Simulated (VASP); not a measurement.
A run of VASP 6.6.1 is set up as follows.

Contents of INCAR:

```
SYSTEM = Br
PREC = Accurate
ENCUT = 600
EDIFF = 1E-6
ISMEAR = 1
SIGMA = 0.01
LREAL = .FALSE.
LASPH = .TRUE.
NELM = 100
ALGO = Normal
ISIF = 3
LWAVE = .FALSE.
LCHARG = .FALSE.
GGA = PE
IBRION = 2
NSW = 50
EDIFFG = -0.02
```

KPOINTS

```
regular mesh
0
G
  8 8 4
  0 0 0
```

The input POSCAR:

```
Br
1.0
    3.3300000000      0.0000000000      0.0000000000
   -1.6650000000      2.8838645946      0.0000000000
    0.0000000000      0.0000000000      5.4378900000
Br
2
Direct
    0.3333333333      0.6666666667      0.2500000000
    0.6666666667      0.3333333333      0.7500000000
```

Potentials or basis: VASP PAW PBE potentials, release 64 (Br).

The run is started by

```console
$ cat potpaw_PBE.64/Br/POTCAR > POTCAR
$ mpirun -np 1 vasp_std > vasp.out
```

(1) What does it give for the space group after relaxing (to 0.05 Å)?

(2) Predict the relaxed cell.

(3) What does it give for the band gap on the k mesh?

## Answers

(1) P6_3/mmc (No. 194).

(2) a = 3.005 Å, b = 3.005 Å, c = 8.757 Å, α = 90.00°, β = 90.00°, γ = 120.00°.

(3) zero (band 7 reaches 1.59 eV, above the bottom of band 8 at -1.26 eV).
